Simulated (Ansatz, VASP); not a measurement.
One calculation of GaP, two programs

INCAR

```
SYSTEM = GaP
  PREC = Accurate
  ENCUT = 600
  EDIFF = 1E-6
  ISMEAR = 0
  SIGMA = 0.02
  LREAL = .FALSE.
  LASPH = .TRUE.
  NELM = 60
  ALGO = Normal
  ISIF = 3
  LWAVE = .FALSE.
  LCHARG = .FALSE.
  GGA = PS
  IBRION = 2
  NSW = 80
  EDIFFG = -0.01
```

Contents of KPOINTS:

```
regular mesh
0
G
  8 8 8
  0 0 0
```

The input POSCAR:

```
GaP
1.0
    0.0000000000      2.7434335115      2.7434335115
    2.7434335115      0.0000000000      2.7434335115
    2.7434335115      2.7434335115      0.0000000000
Ga P
1 1
Direct
    0.0000000000      0.0000000000      0.0000000000
    0.7500000000      0.7500000000      0.7500000000
```

Input for Ansatz:

```yaml
crystal:
  lattice:
    - [0.0, 2.7434335115, 2.7434335115]
    - [2.7434335115, 0.0, 2.7434335115]
    - [2.7434335115, 2.7434335115, 0.0]
  atoms:
    - { symbol: Ga, position: [0.0, 0.0, 0.0] }
    - { symbol: P, position: [0.75, 0.75, 0.75] }
basis:
  ecutwfc: 420
kpoints:
  mp_grid: { grid: [8, 8, 8] }
hamiltonian:
  xc: pbesol
scf:
  occupations: { method: gaussian, width: 0.02 }
output:
  forces: true
  stress: true
  eigenvalues: true
  write_density: true
  write_potential: true
  elf: true
  volumetric_format: npy
relax:
  adjacent_minimum: "off"
  f_tol: 0.01
  max_steps: 60
  cell: { stress_tol: 0.1 }
```

Alike in both runs: task relaxation of cell and atoms; functional PBEsol; k mesh 8 × 8 × 8; occupations gaussian, width 0.02 eV; no spin polarisation.

```csv
,VASP,Ansatz
version,VASP 6.6.1,Ansatz 0.2.0
potentials or method,"VASP PAW PBE potentials, release 64 (Ga_d, P), cutoff 600 eV","scalar-relativistic, plane waves, PAW"
valence electrons in the cell,18,18
```

Ansatz gave:

| Item | Value |
| --- | --- |
| gap on the k mesh at the Fermi level, each at its own relaxed structure (eV) | 1.50 |
| relaxed volume (Å³/atom) | 20.10 |
| relaxed cell length with the largest relative difference (Å) | 3.845 |

Question: Estimate VASP's values.

Answer: gap on the k mesh at the Fermi level, each at its own relaxed structure (eV): 1.50; relaxed volume (Å³/atom): 20.09; relaxed cell length with the largest relative difference (Å): 3.844.

VASP's potentials were made for PBE, not for PBEsol.
